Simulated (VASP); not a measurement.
# B (P6_3/mmc) in VASP: a series of runs, part 3 of 3

VASP 6.6.1. Earlier steps stand in the parts before.

**5. Relaxation of cell and atoms, PBEsol**

This run uses another cell than the first one, of 7.53 Å³/atom.

Contents of INCAR:

```
PREC     = Accurate       # precision mode
ENCUT    = 600            # plane-wave cutoff, eV
EDIFF    = 1E-6           # SCF threshold, eV
ISMEAR   = 0              # smearing method
SIGMA    = 0.1            # smearing width, eV
LREAL    = F              # projectors in reciprocal space
LASPH    = T              # aspherical terms in the spheres
NELM     = 80             # most SCF steps
ALGO     = Normal         # electronic algorithm
ISIF     = 3              # what is computed and relaxed
LWAVE    = F              # write WAVECAR
LCHARG   = F              # write CHGCAR
GGA      = PS             # functional
IBRION   = 2              # ionic algorithm
NSW      = 90             # ionic steps
EDIFFG   = -0.04          # ionic threshold
```

Contents of KPOINTS:

```
Automatic mesh
0
Gamma
  9 9 4
```

Contents of POSCAR:

```
B
1.0
    2.3370407808      0.0000000000      0.0000000000
   -1.1685203904      2.0239366858      0.0000000000
    0.0000000000      0.0000000000      6.3651110696
B
4
Direct
    0.0000000000      0.0000000000      0.2500000000
    0.0000000000      0.0000000000      0.7500000000
    0.3333333333      0.6666666667      0.7500000000
    0.6666666667      0.3333333333      0.2500000000
```

Potentials or basis: VASP PAW PBE potentials, release 64 (B).

Launch:

```sh
$ cat potpaw_PBE.64/B/POTCAR > POTCAR
$ mpirun -np 1 vasp_std > vasp.out
```

OUTCAR:

```text
PREC = Accurate
   ENCUT = 600
   EDIFF = 1E-6
   ISMEAR = 0
   LREAL = F
   LASPH = T
   NELM = 80
   ISIF = 3
   GGA = PS
   IBRION = 2
   NSW = 90
   EDIFFG = -0.04

 ion  position               nearest neighbor table
   1  0.000  0.000  0.250-   4 1.35   4 1.35   4 1.35
   2  0.000  0.000  0.750-   3 1.35   3 1.35   3 1.35
   3  0.333  0.667  0.750-   2 1.35   2 1.35   2 1.35
   4  0.667  0.333  0.250-   1 1.35   1 1.35   1 1.35

  LATTYP: Found a hexagonal cell.
 ALAT       =     2.3370407808
 C/A-ratio  =     2.7235772357

  Lattice vectors:

 A1 = (   2.3370407808,   0.0000000000,   0.0000000000)
 A2 = (  -1.1685203904,   2.0239366858,   0.0000000000)
 A3 = (   0.0000000000,   0.0000000000,   6.3651110696)

Analysis of symmetry for initial positions (statically):
=====================================================================
 Subroutine PRICEL returns:
 Original cell was already a primitive cell.

 Routine SETGRP: Setting up the symmetry group for a
 hexagonal supercell.

 Subroutine GETGRP returns: Found 24 space group operations
 (whereof 12 operations were pure point group operations)
 out of a pool of 24 trial point group operations.

The static configuration has the point symmetry D_3d.
[... 168 lines left out ...]

  energy without entropy =      -12.93857375  energy(sigma->0) =      -12.94885177

------------------------ aborting loop because EDIFF is reached ----------------------------------------

  FORCE on cell =-STRESS in cart. coord.  units (eV):
  Direction    XX          YY          ZZ          XY          YZ          ZX
  --------------------------------------------------------------------------------------
  -------------------------------------------------------------------------------------
  Total       49.4964032     49.4964032      0.1171832      0.0000000     -0.0000000      0.0000000
  in kB     2633.9954668   2633.9954667      6.2360076      0.0000000     -0.0000000      0.0000000
  external PRESSURE =    1758.0756470 kB  Pullay stress =       0.0000000 kB
[... 1049 lines left out ...]
 k-point    24 :       0.3333    0.3333    0.2500
  band No.  band energies     occupation
      1      -1.2534      2.00000
      2      -1.2534      2.00000
      3       0.2083      2.00000
      4      10.2208      2.00000
      5      15.1973      2.00000
      6      15.1973      2.00000
      7      20.2019      0.00000
      8      20.2019      0.00000
      9      20.5584      0.00000
     10      27.1883      0.00000

 [... further k-points ...]

[... ionic steps 4 to 13 ...]

--------------------------------------- Ionic step       14  -------------------------------------------

 number of electron      12.0000000 magnetization

------------------------ aborting loop because EDIFF is reached ----------------------------------------
[... 71 lines left out ...]
--------------------------------------- Ionic step       16  -------------------------------------------

 number of electron      12.0000000 magnetization

 Free energy of the ion-electron system (eV)
  ---------------------------------------------------
  ext. energy  EPLUGINS =         0.00000000
  ---------------------------------------------------
  free energy    TOTEN  =       -24.49252672 eV

  energy without entropy =      -24.48427157  energy(sigma->0) =      -24.48839914

 E-fermi :   5.3247     XC(G=0): -11.6580

 val. band max:        5.2784729737   @ k =   0.2222   0.1111   0.0000
 cond. band min:       5.3255272118   @ k =   0.0000   0.0000   0.2500
 fundamental gap:      0.0470542381
 Fermi energy:         5.3247110312
[... 343 lines left out ...]
  FREE ENERGIE OF THE ION-ELECTRON SYSTEM (eV)
  ---------------------------------------------------
  free  energy   TOTEN  =       -24.4925267160 eV

  energy  without entropy=      -24.4842715696  energy(sigma->0) =      -24.48839914

 reached required accuracy - stopping structural energy minimisation
```

Run time: 58 s. Hardware: 1 thread of Intel Xeon 6975P-C (Granite Rapids), shared host; peak memory 0.14 GiB.

Results:

| Property | Result |
| --- | --- |
| Free energy | -24.4925 eV |
| Relaxed volume | 7.72 Å³/atom |
| Relaxed cell | a = 2.981 Å, b = 2.981 Å, c = 4.011 Å, α = 90.00°, β = 90.00°, γ = 120.00° |
| Space group after relaxing (to 0.1 Å) | P6_3/mmc (No. 194) |
| Pressure after relaxing | 0.3 GPa |
| Band gap on the k mesh | zero (bands 6 and 7 overlap by 3.47 eV) |

Final structure:
```xyz
4
Lattice="2.9811 0.0000 0.0000 -1.4905 2.5817 0.0000 0.0000 0.0000 4.0110" Properties=species:S:1:pos:R:3 pbc="T T T"
B    -1.4905    2.5817    1.0027
B     0.0000    0.0000    3.0082
B     0.0000    1.7211    3.0082
B     1.4905    0.8606    1.0027
```

Caveat: a cell axis changed by over 15 % at a fixed basis, so the end point is rough; the PAW data sets were made with another functional, which shifts forces and pressure a little.

**6. The runs side by side**

| task | cell | cutoff (eV) | gap on the mesh (eV) | pressure (GPa) |
| --- | --- | --- | --- | --- |
| single point | a = 2.709, b = 2.709, c = 4.470 Å, angles 90.0, 90.0, 120.0°, 4 atoms, atomic positions A | 500 | none | 37.2 |
| single point | a = 2.337, b = 2.337, c = 6.365 Å, angles 90.0, 90.0, 120.0°, 4 atoms, atomic positions B | 520 | none | 175.8 |
| single point | a = 2.980, b = 2.980, c = 4.018 Å, angles 90.0, 90.0, 120.0°, 4 atoms, atomic positions B | 520 | none | 0.3 |
| relaxation of cell and atoms | relaxed from a = 2.337, b = 2.337, c = 6.365 Å, angles 90.0, 90.0, 120.0°, 4 atoms, atomic positions B | 600 | none | 0.3 |

Alike in all rows: level PBEsol; potentials or basis VASP PAW PBE potentials, release 64 (B); no spin polarisation; k mesh 9 × 9 × 4; smearing gaussian 0.1 eV.

Caveats: some runs use coarse meshes; the PAW data sets were made with another functional, which shifts forces and pressure a little; the cell stands under pressure (at least some runs); a cell axis changed by over 15 % at a fixed basis, so the end point is rough (at least some runs).

Absolute energies hang on the potentials; compare differences alone.
